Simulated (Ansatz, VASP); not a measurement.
In4Ru: VASP beside Ansatz

```
In Ru
1.0
    -3.02000    3.02000    3.02000
     3.02000   -3.02000    3.02000
     3.02000    3.02000   -3.02000
In Ru
4 1
Direct
  0.00000 0.50000 0.00000
  0.00000 0.00000 0.50000
  0.50000 0.50000 0.50000
  0.50000 0.00000 0.00000
  0.00000 0.00000 0.00000
```

Alike in both runs: task relaxation of cell and atoms; functional PBE; k mesh 4 × 4 × 4; occupations gaussian, width 0.2 eV; no spin polarisation.

```csv
,VASP,Ansatz
version,VASP 6.6.1,Ansatz 0.2.0
potentials or method,"VASP PAW PBE potentials, release 64 (In_d, Ru_pv), cutoff 600 eV","scalar-relativistic, plane waves, PAW"
valence electrons in the cell,66,68
```

Ansatz gave:

| Property | Result |
| --- | --- |
| gap on the k mesh at the Fermi level, each at its own relaxed structure (eV) | none |
| relaxed volume (Å³/atom) | 24.91 |
| relaxed cell length with the largest relative difference (Å) | 5.449 |

Question: Which values does VASP return?

Answer: gap on the k mesh at the Fermi level, each at its own relaxed structure (eV): none; relaxed volume (Å³/atom): 24.79; relaxed cell length with the largest relative difference (Å): 5.440.

A gap of «none» marks a metal or a gap that the smearing closes. VASP's potentials hold 66 valence electrons a cell and Ansatz's 68, so a difference there can come from the potentials and not from the codes.

The k mesh is coarse, so the values compare programs but aren't converged.
